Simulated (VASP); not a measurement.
# Se (Pm-3m) in VASP: a series of runs, part 2 of 2

VASP 6.6.1. The steps go on from the part before.

**3. Single point, PBEsol (volume scaled by 0.975)**

Input file INCAR:

```
  ALGO = Normal
  EDIFF = 1E-7
  ENCUT = 520
  GGA = PS
  ISIF = 2
  ISMEAR = -1
  LASPH = T
  LCHARG = F
  LREAL = F
  LWAVE = F
  NBANDS = 9
  NELM = 100
  PREC = Accurate
  SIGMA = 0.03
```

Input file KPOINTS:

```
k-points
0
Gamma
  12 12 12
```

Input file POSCAR:

```
Se
1.0
    2.7869437267      0.0000000000      0.0000000000
    0.0000000000      2.7869437267      0.0000000000
    0.0000000000      0.0000000000      2.7869437267
Se
1
Direct
    0.0000000000      0.0000000000      0.0000000000
```

Potentials or basis: VASP PAW PBE potentials, release 64 (Se).

Command:

```console
> cat potpaw_PBE.64/Se/POTCAR > POTCAR
> mpirun -np 1 vasp_std > vasp.out
```

OUTCAR:

```text
EDIFF = 1E-7
   ENCUT = 520
   GGA = PS
   ISIF = 2
   ISMEAR = -1
   LASPH = T
   LREAL = F
   NELM = 100
   PREC = Accurate

 ion  position               nearest neighbor table
   1  0.000  0.000  0.000-

  LATTYP: Found a simple cubic cell.
 ALAT       =     2.7869437267

  Lattice vectors:

 A1 = (   2.7869437267,   0.0000000000,   0.0000000000)
 A2 = (   0.0000000000,   2.7869437267,   0.0000000000)
 A3 = (   0.0000000000,   0.0000000000,   2.7869437267)

Analysis of symmetry for initial positions (statically):
=====================================================================
 Subroutine PRICEL returns:
 Original cell was already a primitive cell.

 Routine SETGRP: Setting up the symmetry group for a
 simple cubic supercell.

 Subroutine GETGRP returns: Found 48 space group operations
 (whereof 48 operations were pure point group operations)
 out of a pool of 48 trial point group operations.

The static configuration has the point symmetry O_h .

Analysis of symmetry for dynamics (positions and initial velocities):
=====================================================================
[... 153 lines left out ...]

  energy without entropy =       -3.75344979  energy(sigma->0) =       -3.75443716

 E-fermi :   5.1326     XC(G=0): -10.2731

 val. band max:        5.1315284294   @ k =   0.3333   0.1667   0.1667
 cond. band min:       5.1717679005   @ k =   0.4167   0.1667   0.0833
 fundamental gap:      0.0402394711
 Fermi energy:         5.1325820969

 k-point     1 :       0.0000    0.0000    0.0000
  band No.  band energies     occupation
      1     -11.3347      2.00000
      2       6.5650      0.00000
      3       6.5650      0.00000
      4       6.5650      0.00000
      5      12.7656      0.00000
      6      12.7656      0.00000
      7      12.9951      0.00000
      8      27.7532      0.00000
      9      27.7532      0.00000
[... 265 lines left out ...]
 k-point    24 :       0.4167    0.3333    0.0000
  band No.  band energies     occupation
      1      -7.8720      2.00000
      2      -0.4045      2.00000
      3       1.3312      2.00000
      4       8.9626      0.00000
      5       9.7863      0.00000
      6      17.2143      0.00000
      7      20.5417      0.00000
      8      21.7269      0.00000
      9      22.1741      0.00000

 [... further k-points ...]
[... 5 lines left out ...]
  --------------------------------------------------------------------------------------
  -------------------------------------------------------------------------------------
  Total        0.0219321      0.0219321      0.0219321     -0.0000000     -0.0000000      0.0000000
  in kB        1.6233304      1.6233304      1.6233304     -0.0000000     -0.0000000      0.0000000
  external PRESSURE =       1.6233304 kB  Pullay stress =       0.0000000 kB

 VOLUME and BASIS-vectors are now :
 -----------------------------------------------------------------------------
  energy-cutoff  :      520.00
  volume of cell :       21.65
      direct lattice vectors                 reciprocal lattice vectors
     2.786943727  0.000000000  0.000000000     0.358816000  0.000000000  0.000000000
     0.000000000  2.786943727  0.000000000     0.000000000  0.358816000  0.000000000
     0.000000000  0.000000000  2.786943727     0.000000000  0.000000000  0.358816000

 POSITION                                       TOTAL-FORCE (eV/Angst)
 -----------------------------------------------------------------------------------
      0.00000      0.00000      0.00000         0.000000      0.000000      0.000000
 -----------------------------------------------------------------------------------
    total drift:                               -0.000000      0.000000      0.000000

  FREE ENERGIE OF THE ION-ELECTRON SYSTEM (eV)
  ---------------------------------------------------
  free  energy   TOTEN  =        -3.7554245207 eV

  energy  without entropy=       -3.7534497904  energy(sigma->0) =       -3.75443716
```

OSZICAR:

```text
N       E                     dE             d eps       ncg     rms          rms(c)
DAV:   1     0.911896310236E+01    0.91190E+01   -0.27950E+03  1520   0.562E+02
DAV:   2    -0.347120094990E+01   -0.12590E+02   -0.11985E+02  2027   0.768E+01
DAV:   3    -0.375360790109E+01   -0.28241E+00   -0.27074E+00  1814   0.105E+01
DAV:   4    -0.375423466902E+01   -0.62677E-03   -0.62673E-03  2057   0.554E-01
DAV:   5    -0.375423525554E+01   -0.58652E-06   -0.58633E-06  1816   0.131E-02    0.410E+00
DAV:   6    -0.375490991759E+01   -0.67466E-03   -0.47787E-04  1794   0.151E-01    0.245E+00
DAV:   7    -0.375541603837E+01   -0.50612E-03   -0.98286E-04  1617   0.220E-01    0.414E-02
DAV:   8    -0.375542294593E+01   -0.69076E-05   -0.41156E-05  1800   0.385E-02    0.720E-03
DAV:   9    -0.375542437600E+01   -0.14301E-05   -0.16201E-06  1860   0.795E-03    0.332E-03
DAV:  10    -0.375542451825E+01   -0.14225E-06   -0.62896E-07  1616   0.412E-03    0.612E-04
DAV:  11    -0.375542452067E+01   -0.24200E-08   -0.28850E-08   951   0.924E-04
   1 F= -.37554245E+01 E0= -.37544372E+01  d E =-.197473E-02
```

stdout:

```text
POSCAR found type information on POSCAR Se
 POSCAR found :  1 types and       1 ions
 scaLAPACK will be used
 -----------------------------------------------------------------------------
|                                                                             |
|                                                                             |
|     You enforced a specific xc type in the INCAR file but a different       |
|     I HOPE YOU KNOW WHAT YOU ARE DOING!                                     |
|                                                                             |
 -----------------------------------------------------------------------------

 LDA part: xc-table for (Slater+PW92), standard interpolation
 POSCAR, INCAR and KPOINTS ok, starting setup
 FFT: planning ... GRIDC
 FFT: planning ... GRID_SOFT
 FFT: planning ... GRID
 WAVECAR not read
 entering main loop
```

Run time: 5.1 s. Hardware: 1 thread of Intel Xeon 6975P-C, shared host; peak memory 0.14 GiB.

What came out:

```
Free energy            : -3.7554 eV
Pressure               : 0.2 GPa
Band gap on the k mesh : zero (band 3 reaches 8.10 eV, above the bottom of band 4 at 1.62 eV)
```

Levels at points of the mesh, in eV from the Fermi level:
```tsv
k point	band 1	band 2	band 3	band 4	band 5	band 6	band 7	band 8
(0.00, 0.00, 0.00)	-16.47	1.43	1.43	1.43	7.63	7.63	7.86	22.62
(0.50, 0.00, 0.00)	-14.23	-7.40	2.97	2.97	9.91	11.75	12.48	13.57
(0.50, 0.50, 0.00)	-12.00	-5.34	-5.34	2.52	4.36	13.64	15.89	15.89
(0.50, 0.50, 0.50)	-9.71	-3.51	-3.51	-3.51	5.58	5.58	5.58	9.58
```

Caveat: the PAW data sets were made with another functional, which shifts forces and pressure a little.

**4. Single point, PBEsol (volume scaled by 1.025)**

Input file INCAR:

```
  PREC = Accurate
  ENCUT = 520
  EDIFF = 1E-6
  ISMEAR = -1
  SIGMA = 0.03
  LREAL = False
  LASPH = True
  NELM = 100
  ALGO = Normal
  ISIF = 2
  LWAVE = False
  LCHARG = True
  GGA = PS
  LELF = True
  LVHAR = True
  NBANDS = 9
```

Input file KPOINTS:

```
Automatic mesh
0
Gamma
  12 12 12
```

Input file POSCAR:

```
Se
1.0
    2.8337918670      0.0000000000      0.0000000000
    0.0000000000      2.8337918670      0.0000000000
    0.0000000000      0.0000000000      2.8337918670
Se
1
Direct
    0.0000000000      0.0000000000      0.0000000000
```

Potentials or basis: VASP PAW PBE potentials, release 64 (Se).

Command:

```console
> cat potpaw_PBE.64/Se/POTCAR > POTCAR
> mpirun -np 1 vasp_std > vasp.out
```

OUTCAR:

```text
PREC = Accurate
   ENCUT = 520
   EDIFF = 1E-6
   ISMEAR = -1
   LREAL = False
   LASPH = True
   NELM = 100
   ISIF = 2
   GGA = PS

 ion  position               nearest neighbor table
   1  0.000  0.000  0.000-

  LATTYP: Found a simple cubic cell.
 ALAT       =     2.8337918670

  Lattice vectors:

 A1 = (   2.8337918670,   0.0000000000,   0.0000000000)
 A2 = (   0.0000000000,   2.8337918670,   0.0000000000)
 A3 = (   0.0000000000,   0.0000000000,   2.8337918670)

Analysis of symmetry for initial positions (statically):
=====================================================================
 Subroutine PRICEL returns:
 Original cell was already a primitive cell.

 Routine SETGRP: Setting up the symmetry group for a
 simple cubic supercell.

 Subroutine GETGRP returns: Found 48 space group operations
 (whereof 48 operations were pure point group operations)
 out of a pool of 48 trial point group operations.

The static configuration has the point symmetry O_h .

Analysis of symmetry for dynamics (positions and initial velocities):
=====================================================================
 Subroutine PRICEL returns:
 Original cell was already a primitive cell.

 Routine SETGRP: Setting up the symmetry group for a
 simple cubic supercell.

 Subroutine GETGRP returns: Found 48 space group operations
 (whereof 48 operations were pure point group operations)
 out of a pool of 48 trial point group operations.

The dynamic configuration has the point symmetry O_h .

 Subroutine INISYM returns: Found 48 space group operations
 (whereof 48 operations are pure point group operations),
 and found     1 'primitive' translations

----------------------------------------------------------------------------------------

                                     Primitive cell

  volume of cell :      22.7564

  direct lattice vectors                    reciprocal lattice vectors
     2.833791867  0.000000000  0.000000000     0.352884067  0.000000000  0.000000000
     0.000000000  2.833791867  0.000000000     0.000000000  0.352884067  0.000000000
     0.000000000  0.000000000  2.833791867     0.000000000  0.000000000  0.352884067

  length of vectors
     2.833791867  2.833791867  2.833791867     0.352884067  0.352884067  0.352884067

  position of ions in fractional coordinates (direct lattice)
     0.000000000  0.000000000  0.000000000

  ion indices of the primitive-cell ions
   primitive index   ion index
                 1           1

----------------------------------------------------------------------------------------

 KPOINTS: Automatic mesh

Automatic generation of k-mesh.
 Grid dimensions read from file:
 generate k-points for:   12   12   12

 Generating k-lattice:

  Cartesian coordinates                     Fractional coordinates (reciprocal lattice)
     0.029407006  0.000000000  0.000000000     0.083333333  0.000000000  0.000000000
     0.000000000  0.029407006  0.000000000     0.000000000  0.083333333  0.000000000
     0.000000000  0.000000000  0.029407006     0.000000000  0.000000000  0.083333333

  Length of vectors
     0.029407006  0.029407006  0.029407006

  Shift w.r.t. Gamma in fractional coordinates (k-lattice)
     0.000000000  0.000000000  0.000000000

 Subroutine IBZKPT returns following result:
 ===========================================

 Found     84 irreducible k-points:

 Following reciprocal coordinates:
            Coordinates               Weight
  0.000000  0.000000  0.000000      1.000000
  0.083333  0.000000  0.000000      6.000000
  0.166667  0.000000  0.000000      6.000000
  0.250000  0.000000  0.000000      6.000000
  0.333333  0.000000  0.000000      6.000000
  0.416667  0.000000  0.000000      6.000000
[... 16 lines left out ...]
  0.333333  0.333333  0.000000     12.000000
  0.416667  0.333333  0.000000     24.000000
 [... further k-points ...]
   k-points           NKPTS =     84   k-points in BZ     NKDIM =     84   number of bands    NBANDS=      9
   number of dos      NEDOS =    301   number of ions     NIONS =      1
   total plane-waves  NPLWV =  13824
   dimension x,y,z NGX =    24 NGY =   24 NGZ =   24
   dimension x,y,z NGXF=    48 NGYF=   48 NGZF=   48
   ions per type =               1
   NGX,Y,Z   is equivalent  to a cutoff of  14.08, 14.08, 14.08 a.u.
   NGXF,Y,Z  is equivalent  to a cutoff of  28.16, 28.16, 28.16 a.u.
 SYSTEM =  unknown system
   PREC   = accura    normal or accurate (medium, high low for compatibility)
   ISTART =      0    job   : 0-new  1-cont  2-samecut
   ICHARG =      2    charge: 1-file 2-atom 10-const
   ISPIN  =      1    spin polarized calculation?
   LNONCOLLINEAR =      F non collinear calculations
   LSORBIT =      F    spin-orbit coupling
   LASPH  =      T    aspherical Exc in radial PAW
   ENCUT  =  520.0 eV  38.22 Ry    6.18 a.u.   5.27  5.27  5.27*2*pi/ulx,y,z
   NELM   =    100;   NELMIN=  2; NELMDL= -5     # of ELM steps
   EDIFF  = 0.1E-05   stopping-criterion for ELM
   LREAL  =      F    real-space projection
   EDIFFG = 0.1E-04   stopping-criterion for IOM
   NSW    =      0    number of steps for IOM
   IBRION =     -1    ionic relax: 0-MD 1-quasi-New 2-CG
   NFREE  =      0    steps in history (QN), initial steepest desc. (CG)
   ISIF   =      2    stress and relaxation
   ISYM   =      2    0-nonsym 1-usesym 2-fastsym
   POTIM  = 0.5000    time-step for ionic-motion
   TEBEG  =    0.0;   TEEND  =   0.0 temperature during run
   PSTRESS=    0.0 pullay stress
   NELECT =       6.0000    total number of electrons
   NUPDOWN=      -1.0000    fix difference up-down
   EMIN   =  10.00;   EMAX   =-10.00  energy-range for DOS
   EFERMI =   0.00;   METHOD = LEGACY
   ISMEAR =    -1;   SIGMA  =   0.03  broadening in eV -4-tet -1-fermi 0-gaus
   EFERMI_NEDOS =   21; number of points for ismear=-14 and -15
   IALGO  =     38    algorithm
   IMIX   =      4    mixing-type and parameters
     AMIX     =   0.40;   BMIX     =  1.00
     AMIX_MAG =   1.60;   BMIX_MAG =  1.00
  volume/ion in A,a.u.               =      22.76       153.57
  Fermi-wavevector in a.u.,A,eV,Ry     =   1.049761  1.983762 14.993609  1.101999
  Thomas-Fermi vector in A             =   2.184737
   LORBIT       =      0    0 simple, 1 ext, 2 COOP (PROOUT), +10 PAW based schemes
   GGA     = PS    functional components
   LHFCALC =     F    Hartree Fock is set to
   AEXX    =    0.0000 exact exchange contribution
   IVDW    =     0    specifies the selected vdW correction
   LEPSILON=     F    determine dielectric tensor
   LRPA    =     F    only Hartree local field effects (RPA)
 non-spin polarized calculation
  energy-cutoff  :      520.00
  volume of cell :       22.76
 maximum number of plane-waves:       627
 NGX is ok and might be reduce to    24
   NGX = 11   NGY = 11   NGZ = 11

 number of electron       5.9999999 magnetization

 Free energy of the ion-electron system (eV)
  ---------------------------------------------------
  ext. energy  EPLUGINS =         0.00000000
  ---------------------------------------------------
  free energy    TOTEN  =        -3.74306257 eV

  energy without entropy =       -3.74116877  energy(sigma->0) =       -3.74211567

 E-fermi :   4.5042     XC(G=0): -10.0527

 val. band max:        4.4859009991   @ k =   0.3333   0.1667   0.1667
 cond. band min:       4.5510041727   @ k =   0.4167   0.1667   0.0833
 fundamental gap:      0.0651031736
 Fermi energy:         4.5041871286

 k-point     1 :       0.0000    0.0000    0.0000
  band No.  band energies     occupation
      1     -11.4945      2.00000
      2       5.8743      0.00000
      3       5.8743      0.00000
      4       5.8743      0.00000
      5      12.1061      0.00000
      6      12.2408      0.00000
      7      12.2408      0.00000
      8      26.6324      0.00000
      9      26.6324      0.00000

 k-point     2 :       0.0833    0.0000    0.0000
  band No.  band energies     occupation
      1     -11.3967      2.00000
      2       4.8465      0.00002
      3       5.9512      0.00000
      4       5.9512      0.00000
      5      12.2629      0.00000
      6      12.3408      0.00000
      7      13.4352      0.00000
      8      24.9247      0.00000
      9      24.9247      0.00000
[... 253 lines left out ...]
 k-point    24 :       0.4167    0.3333    0.0000
  band No.  band energies     occupation
      1      -8.3048      2.00000
      2      -0.6824      2.00000
      3       0.9303      2.00000
      4       8.0714      0.00000
      5       9.3666      0.00000
      6      16.3703      0.00000
      7      19.7311      0.00000
      8      20.8397      0.00000
      9      21.2855      0.00000

 [... further k-points ...]
[... 5 lines left out ...]
  --------------------------------------------------------------------------------------
  -------------------------------------------------------------------------------------
  Total       -0.5052286     -0.5052286     -0.5052286     -0.0000000     -0.0000000      0.0000000
  in kB      -35.5708845    -35.5708845    -35.5708845     -0.0000000     -0.0000000      0.0000000
  external PRESSURE =     -35.5708845 kB  Pullay stress =       0.0000000 kB

 VOLUME and BASIS-vectors are now :
 -----------------------------------------------------------------------------
  energy-cutoff  :      520.00
  volume of cell :       22.76
      direct lattice vectors                 reciprocal lattice vectors
     2.833791867  0.000000000  0.000000000     0.352884067  0.000000000  0.000000000
     0.000000000  2.833791867  0.000000000     0.000000000  0.352884067  0.000000000
     0.000000000  0.000000000  2.833791867     0.000000000  0.000000000  0.352884067

 POSITION                                       TOTAL-FORCE (eV/Angst)
 -----------------------------------------------------------------------------------
      0.00000      0.00000      0.00000         0.000000      0.000000      0.000000
 -----------------------------------------------------------------------------------
    total drift:                               -0.000000      0.000000      0.000000

  FREE ENERGIE OF THE ION-ELECTRON SYSTEM (eV)
  ---------------------------------------------------
  free  energy   TOTEN  =        -3.7430625686 eV

  energy  without entropy=       -3.7411687695  energy(sigma->0) =       -3.74211567
```

Run time: 5.2 s. Hardware: 1 thread of Intel Xeon 6975P-C, shared host; peak memory 0.14 GiB.

What came out:

```yaml
Free_energy: -3.7431 eV
Pressure: -3.6 GPa
Band_gap_on_the_k_mesh: zero (band 3 reaches 7.28 eV, above the bottom of band 4 at 1.21 eV)
```

Levels at points of the mesh, in eV from the Fermi level:
```tsv
k point	band 1	band 2	band 3	band 4	band 5	band 6	band 7
(0.00, 0.00, 0.00)	-16.00	1.37	1.37	1.37	7.60	7.74	7.74
(0.50, 0.00, 0.00)	-13.95	-6.93	2.77	2.77	9.92	11.37	12.29
(0.50, 0.50, 0.00)	-11.92	-5.00	-5.00	2.84	4.04	13.31	15.69
(0.50, 0.50, 0.50)	-9.86	-3.30	-3.30	-3.30	5.78	5.78	5.78
```

Caveat: the PAW data sets were made with another functional, which shifts forces and pressure a little.

**5. Overview**

```tsv
cell	gap on the mesh (eV)	pressure (GPa)
a = 2.763 Å, 1 atom	none	2.5
a = 2.787 Å, 1 atom	none	0.2
a = 2.834 Å, 1 atom	none	-3.6
```

Alike in all rows: task single point; level PBEsol; potentials or basis VASP PAW PBE potentials, release 64 (Se); no spin polarisation; k mesh 12 × 12 × 12; cutoff (eV) 520; smearing fermi-dirac 0.03 eV.

Caveats: the PAW data sets were made with another functional, which shifts forces and pressure a little.

Absolute energies hang on the potentials; compare differences alone.
